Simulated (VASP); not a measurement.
# H8CO6 in VASP: notebook, part 2 of 2

VASP 6.6.1. Earlier steps stand in the parts before.

**4. Single point, r2SCAN**

Contents of POSCAR:

```
H8CO6
1.0
    5.8925310000      0.0000000000      0.0000000000
    0.0000000000      5.8925310000      0.0000000000
    0.0000000000      0.0000000000      5.8925310000
O H C
6 8 1
Direct
    0.1909366281      0.4642317537      0.6026442627
    0.2042755481      0.8214636461      0.3289079005
    0.8972714781      0.1373263883      0.4019495188
    0.5733020327      0.2423746265      0.7577049658
    0.6130642333      0.6699667766      1.1414110507
    0.9102370441      0.7427368647      0.8934530849
    0.1046748842      0.5633063280      0.7101193019
    0.0623840587      0.3882372447      0.5078972007
    0.3649535319      0.8279633998      0.2859552203
    0.1921754845      0.6802170409      0.4209057195
    0.9946829300      0.0029698613      0.4011688695
    0.7661902839      0.1410938695      0.5116816526
    0.5835353263      0.3363580098      0.8964738582
    0.4197347456      0.2730235955      0.7099156542
    0.7565679332      0.7190967684      1.0218529186
```

Contents of INCAR.step1:

```
  PREC = Accurate
  ENCUT = 520
  ISMEAR = -1
  SIGMA = 0.05
  LREAL = Auto
  LASPH = True
  NELM = 60
  NBANDS = 37
  GGA = PE
  ALGO = Normal
  EDIFF = 1E-4
  LWAVE = True
  LCHARG = False
```

Contents of INCAR.step2:

```
  PREC = Accurate
  ENCUT = 520
  EDIFF = 1E-7
  ISMEAR = -1
  SIGMA = 0.05
  LREAL = Auto
  LASPH = True
  NELM = 60
  ALGO = Normal
  ISIF = 2
  LWAVE = False
  LCHARG = False
  METAGGA = R2SCAN
  LMIXTAU = True
  NBANDS = 37
  ISTART = 1
```

Contents of KPOINTS:

```
Automatic mesh
0
Gamma
  1 1 1
```

Command:

```bash
cat potpaw_PBE.64/O/POTCAR potpaw_PBE.64/H/POTCAR potpaw_PBE.64/C/POTCAR > POTCAR
cp INCAR.step1 INCAR
mpirun -np 1 vasp_gam > vasp.out
cp INCAR.step2 INCAR
mpirun -np 1 vasp_gam > vasp.out
```

Wall time 50 s (1 thread of Intel Xeon 6975P-C (Granite Rapids), shared host); peak memory 0.32 GiB.

It converged, with:

| Property | Result |
| --- | --- |
| Free energy | -88.0498 eV |
| Pressure | -1.4 GPa |
| Largest force | 5.539 eV/Å |

Forces on the atoms (eV/Å):
```
O   -2.565  0.174 -0.412
O    0.519 -0.398  0.046
O   -1.514  1.142  0.509
O    0.409  0.479  1.255
O   -2.369 -0.471  2.022
O   -1.664  0.296  1.162
H    0.748 -0.946 -0.630
H    1.416 -0.061  1.188
H   -1.016  0.086  0.230
H    0.463  0.462 -0.251
H   -0.018  0.011  0.275
H    1.580 -0.427 -0.696
H    0.135 -0.886 -0.913
H   -0.498  0.217 -0.404
C    4.376  0.323 -3.381
```

Stress tensor (GPa, compression positive):
```
-1.76 -0.03 -0.25
-0.03 -0.99 -2.02
-0.25 -2.02 -1.35
```

Levels at points of the mesh, in eV from the Fermi level:
| k point | band 20 | band 21 | band 22 | band 23 | band 24 | band 25 | band 26 | band 27 | band 28 | band 29 |
| --- | --- | --- | --- | --- | --- | --- | --- | --- | --- | --- |
| (0.00, 0.00, 0.00) | -2.72 | -2.22 | -1.98 | -1.79 | -1.29 | 3.59 | 5.00 | 5.20 | 7.53 | 8.05 |

Caveat: the k points lie up to 1.07 Å⁻¹ apart; the atoms stand as in a frame of molecular dynamics; the PAW data sets were made with another functional, which shifts forces and pressure a little.

**5. Molecular dynamics, r2SCAN**

Contents of POSCAR:

```
H8CO6
1.0
    5.8925310000      0.0000000000      0.0000000000
    0.0000000000      5.8925310000      0.0000000000
    0.0000000000      0.0000000000      5.8925310000
O H C
6 8 1
Direct
    0.1683819800      0.3966209500      0.5998501700
    0.1433128900      0.7652617000      0.3260837800
    0.8593176600      0.1216723700      0.4227377800
    0.5804817200      0.2519398900      0.7831082100
    0.6473305100      0.6505672500      1.1586019600
    0.8911338500      0.7269305300      0.8586839700
    0.0795033400      0.4824965900      0.7079164200
    0.0564035700      0.2898401300      0.5306790100
    0.2919037200      0.8214323700      0.2896357300
    0.1711717100      0.6270954600      0.4160547100
    0.9387794700     -0.0237722300      0.4141004600
    0.7588936300      0.1179942000      0.5539899600
    0.5583994900      0.2129496800      0.9396968300
    0.4306304500      0.2946582400      0.7256421000
    0.7702482100      0.6878489500      1.0095870000
```

Contents of INCAR.step1:

```
ALGO = Normal ; EDIFF = 1E-4
ENCUT = 520 ; GGA = PE
ISMEAR = -1 ; ISYM = 0
LASPH = True ; LCHARG = False
LREAL = Auto ; LWAVE = True
NELM = 60 ; PREC = Accurate
SIGMA = 0.05
```

Contents of INCAR.step2:

```
ALGO = Normal ; EDIFF = 1E-5
ENCUT = 520 ; IBRION = 0
ISIF = 2 ; ISMEAR = -1
ISTART = 1 ; ISYM = 0
LANGEVIN_GAMMA = 20 20 20 ; LASPH = True
LCHARG = True ; LMIXTAU = True
LREAL = Auto ; LWAVE = False
MDALGO = 3 ; METAGGA = R2SCAN
NELM = 60 ; NELMIN = 4
NSW = 40 ; POTIM = 0.5
PREC = Accurate ; RANDOM_SEED = 812653 0 0
SIGMA = 0.05 ; TEBEG = 500.0
TEEND = 500.0
```

Contents of KPOINTS:

```
k-points
0
Gamma
  1 1 1
```

Command:

```bash
cat potpaw_PBE.64/O/POTCAR potpaw_PBE.64/H/POTCAR potpaw_PBE.64/C/POTCAR > POTCAR
cp INCAR.step1 INCAR
mpirun -np 1 vasp_gam > vasp.out
cp INCAR.step2 INCAR
mpirun -np 1 vasp_gam > vasp.out
```

Run time: 13 min. Hardware: 1 thread of Intel Xeon 6975P-C (Granite Rapids), shared host; peak memory 0.38 GiB.

Caveat: the k points lie up to 1.07 Å⁻¹ apart; the PAW data sets were made with another functional, which shifts forces and pressure a little.

**6. Molecular dynamics, r2SCAN**

Contents of POSCAR:

```
H8CO6
1.0
    5.8925310000      0.0000000000      0.0000000000
    0.0000000000      5.8925310000      0.0000000000
    0.0000000000      0.0000000000      5.8925310000
O H C
6 8 1
Direct
    0.2091223200      0.4335909200      0.6234775500
    0.1477701400      0.7943001200      0.3010463300
    0.8360317100      0.1923011600      0.3910217500
    0.6043271500      0.2763951300      0.7754485700
    0.6833755500      0.6479528500      1.1836940900
    0.8898181900      0.7415522200      0.8529707800
    0.1153820800      0.5289356600      0.7232359500
    0.1338446800      0.3398541500      0.5130675100
    0.2850434000      0.8856538500      0.3103593600
    0.1843439500      0.6630871400      0.3913409400
    0.9048835200      0.0482644700      0.3900403500
    0.7864745100      0.2367680700      0.5358620100
    0.5500420300      0.1970511600      0.9011421200
    0.4607978300      0.3464869900      0.7247692900
    0.7870804300      0.7057074100      1.0159203400
```

Contents of INCAR.step1:

```
SYSTEM = H8CO6
PREC = Accurate
ENCUT = 520
ISMEAR = -1
SIGMA = 0.05
LREAL = Auto
LASPH = .TRUE.
NELM = 100
NBANDS = 37
ISYM = 0
GGA = PE
ALGO = Normal
EDIFF = 1E-4
LWAVE = .TRUE.
LCHARG = .FALSE.
```

Contents of INCAR.step2:

```
SYSTEM = H8CO6
PREC = Accurate
ENCUT = 520
EDIFF = 1E-5
ISMEAR = -1
SIGMA = 0.05
LREAL = Auto
LASPH = .TRUE.
NELM = 100
ALGO = Normal
ISIF = 2
LWAVE = .FALSE.
LCHARG = .FALSE.
METAGGA = R2SCAN
LMIXTAU = .TRUE.
NBANDS = 37
IBRION = 0
NSW = 40
POTIM = 0.75
TEBEG = 500.0
TEEND = 500.0
ISYM = 0
NELMIN = 4
RANDOM_SEED = 873333 0 0
MDALGO = 1
ANDERSEN_PROB = 0.0
ISTART = 1
```

Contents of KPOINTS:

```
Automatic mesh
0
G
  1 1 1
  0 0 0
```

Potentials or basis: VASP PAW PBE potentials, release 64 (O, H, C).

Command:

```bash
cat potpaw_PBE.64/O/POTCAR potpaw_PBE.64/H/POTCAR potpaw_PBE.64/C/POTCAR > POTCAR
cp INCAR.step1 INCAR
mpirun -np 1 vasp_gam > vasp.out
cp INCAR.step2 INCAR
mpirun -np 1 vasp_gam > vasp.out
```

Wall time 15 min (1 thread of Intel Xeon 6975P-C (Granite Rapids), shared host); peak memory 0.37 GiB.

The path:
| step | potential energy change (eV) | largest force (eV/Å) | pressure (GPa) | volume (Å³) | temperature (K) |
| --- | --- | --- | --- | --- | --- |
| 1 | 0.0000 | 5.5159 | 0.11 | 204.60 | 513 |
| 2 | -0.0287 | 5.7331 | 0.55 | 204.60 | 529 |
| 3 | 0.0079 | 5.3274 | 0.69 | 204.60 | 513 |
| 4 | 0.0058 | 4.2619 | 0.43 | 204.60 | 516 |
| 5 | -0.0673 | 2.6129 | -0.16 | 204.60 | 553 |
| 6 | -0.1358 | 2.3099 | -0.76 | 204.60 | 589 |
| 7 | -0.1357 | 3.0226 | -1.04 | 204.60 | 589 |
| 8 | -0.0654 | 4.7094 | -0.84 | 204.60 | 551 |
| 9 | 0.0479 | 6.0568 | -0.20 | 204.60 | 490 |
| 10 | 0.1579 | 6.7924 | 0.74 | 204.60 | 431 |
| 11 | 0.1934 | 6.7541 | 1.66 | 204.60 | 413 |
| 12 | 0.1174 | 5.9644 | 2.30 | 204.60 | 452 |
| 13 | 0.0060 | 4.6121 | 2.61 | 204.60 | 509 |
| 14 | -0.0194 | 2.9704 | 2.66 | 204.60 | 523 |
| 15 | 0.0538 | 3.1005 | 2.42 | 204.60 | 487 |
| 16 | 0.1172 | 3.5578 | 1.72 | 204.60 | 454 |
| 17 | 0.0938 | 5.0202 | 0.57 | 204.60 | 466 |
| 18 | 0.0247 | 5.7658 | -0.78 | 204.60 | 501 |
| 19 | -0.0183 | 5.7853 | -1.95 | 204.60 | 525 |
| 20 | -0.0123 | 5.1759 | -2.70 | 204.60 | 522 |
| 21 | 0.0223 | 4.1065 | -2.96 | 204.60 | 504 |
| 22 | 0.0485 | 3.2526 | -2.80 | 204.60 | 491 |
| 23 | 0.0463 | 2.9578 | -2.36 | 204.60 | 491 |
| 24 | 0.0455 | 3.0063 | -1.77 | 204.60 | 490 |
| 25 | 0.0870 | 3.8795 | -1.16 | 204.60 | 467 |
| 26 | 0.1613 | 4.5318 | -0.73 | 204.60 | 428 |
| 27 | 0.2236 | 4.9514 | -0.66 | 204.60 | 394 |
| 28 | 0.2548 | 5.1475 | -0.98 | 204.60 | 376 |
| 29 | 0.2539 | 5.1222 | -1.61 | 204.60 | 378 |
| 30 | 0.2103 | 4.8666 | -2.36 | 204.60 | 401 |
| 31 | 0.1464 | 4.3713 | -2.99 | 204.60 | 435 |
| 32 | 0.1009 | 3.6200 | -3.25 | 204.60 | 460 |
| 33 | 0.0742 | 2.8823 | -3.05 | 204.60 | 476 |
| 34 | 0.0388 | 2.5767 | -2.43 | 204.60 | 495 |
| 35 | 0.0013 | 2.6944 | -1.48 | 204.60 | 514 |
| 36 | 0.0171 | 3.6057 | -0.31 | 204.60 | 504 |
| 37 | 0.0967 | 5.0291 | 0.90 | 204.60 | 463 |
| 38 | 0.1596 | 5.9417 | 1.84 | 204.60 | 431 |
| 39 | 0.1516 | 6.1108 | 2.29 | 204.60 | 432 |
| 40 | 0.1405 | 5.4120 | 2.33 | 204.60 | 436 |

Caveat: the k points lie up to 1.07 Å⁻¹ apart; the PAW data sets were made with another functional, which shifts forces and pressure a little.

**7. The runs side by side**

| task | cell | pressure (GPa) | largest force (eV/Å) |
| --- | --- | --- | --- |
| single point | as given, atomic positions A | 2.4 | 7.14 |
| single point | as given, atomic positions B | -1.6 | 6.13 |
| single point | as given, atomic positions C | -1.4 | 5.54 |
| molecular dynamics | as given, atomic positions D | - | - |
| molecular dynamics | as given, atomic positions E | - | - |

Alike in all rows: level r2SCAN; potentials or basis VASP PAW PBE potentials, release 64 (O, H, C); no spin polarisation; k mesh 1 × 1 × 1; cutoff (eV) 520; smearing fermi-dirac 0.05 eV.

Caveats: all runs use coarse meshes; the PAW data sets were made with another functional, which shifts forces and pressure a little; the atoms stand as in a frame of molecular dynamics (at least some runs).

Absolute energies hang on the potentials; compare differences alone.
